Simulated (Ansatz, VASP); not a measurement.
One calculation of Cu, two programs

INCAR

```
PREC = Accurate
ENCUT = 520
EDIFF = 1E-6
ISMEAR = 0
SIGMA = 0.1
LREAL = False
LASPH = True
NELM = 60
ALGO = Fast
ISIF = 2
LWAVE = False
LCHARG = False
GGA = PE
NBANDS = 78
```

The input KPOINTS:

```
regular mesh
0
Gamma
  6 6 6
```

File POSCAR:

```
Cu
1.0
    2.9140612263      1.6824340335      4.9696463154
   -2.9140612263      1.6824340335      4.9696463154
    0.0000000000     -3.3648680668      4.9696463154
Cu
12
Direct
    0.0101900000      0.6536100000      0.0101900000
    0.0101900000      0.0101900000      0.6536100000
    0.6536100000      0.0101900000      0.0101900000
    0.9898100000      0.3463900000      0.9898100000
    0.3463900000      0.9898100000      0.9898100000
    0.9898100000      0.9898100000      0.3463900000
    0.2211800000      0.6306000000      0.2211800000
    0.2211800000      0.2211800000      0.6306000000
    0.6306000000      0.2211800000      0.2211800000
    0.7788200000      0.3694000000      0.7788200000
    0.3694000000      0.7788200000      0.7788200000
    0.7788200000      0.7788200000      0.3694000000
```

Input for Ansatz:

```yaml
crystal:
  lattice:
    - [2.9140612263, 1.6824340335, 4.9696463154]
    - [-2.9140612263, 1.6824340335, 4.9696463154]
    - [0.0, -3.3648680668, 4.9696463154]
  atoms:
    - { symbol: Cu, position: [0.01019, 0.65361, 0.01019] }
    - { symbol: Cu, position: [0.01019, 0.01019, 0.65361] }
    - { symbol: Cu, position: [0.65361, 0.01019, 0.01019] }
    - { symbol: Cu, position: [0.98981, 0.34639, 0.98981] }
    - { symbol: Cu, position: [0.34639, 0.98981, 0.98981] }
    - { symbol: Cu, position: [0.98981, 0.98981, 0.34639] }
    - { symbol: Cu, position: [0.22118, 0.6306, 0.22118] }
    - { symbol: Cu, position: [0.22118, 0.22118, 0.6306] }
    - { symbol: Cu, position: [0.6306, 0.22118, 0.22118] }
    - { symbol: Cu, position: [0.77882, 0.3694, 0.77882] }
    - { symbol: Cu, position: [0.3694, 0.77882, 0.77882] }
    - { symbol: Cu, position: [0.77882, 0.77882, 0.3694] }
basis:
  ecutwfc: 420
kpoints:
  mp_grid: { grid: [6, 6, 6] }
hamiltonian:
  xc: pbe
scf:
  occupations: { method: gaussian, width: 0.1 }
  lower_state_search: "off"
output:
  forces: true
  stress: true
  eigenvalues: true
```

Alike in both runs: task single point; functional PBE; k mesh 6 × 6 × 6; occupations gaussian, width 0.1 eV; no spin polarisation.

|  | VASP | Ansatz |
| --- | --- | --- |
| version | VASP 6.6.1 | Ansatz 0.2.0 |
| potentials or method | VASP PAW PBE potentials, release 64 (Cu), cutoff 520 eV | scalar-relativistic, plane waves, PAW |
| valence electrons in the cell | 132 | 228 |

VASP gave:

| Property | Result |
| --- | --- |
| gap on the k mesh at the Fermi level (eV) | none |
| rms of the force components (eV/Å) | 2.746 |

Question: What did Ansatz give for the same quantities?

Answer: gap on the k mesh at the Fermi level (eV): none; rms of the force components (eV/Å): 2.710.

Atom by atom the forces differ by 0.043 eV/Å (rms over components). A gap of «none» marks a metal or a gap that the smearing closes. The functional is the same, so the differences come from potentials, cutoffs and numerics. VASP's potentials hold 132 valence electrons a cell and Ansatz's 228, so a difference there can come from the potentials and not from the codes.
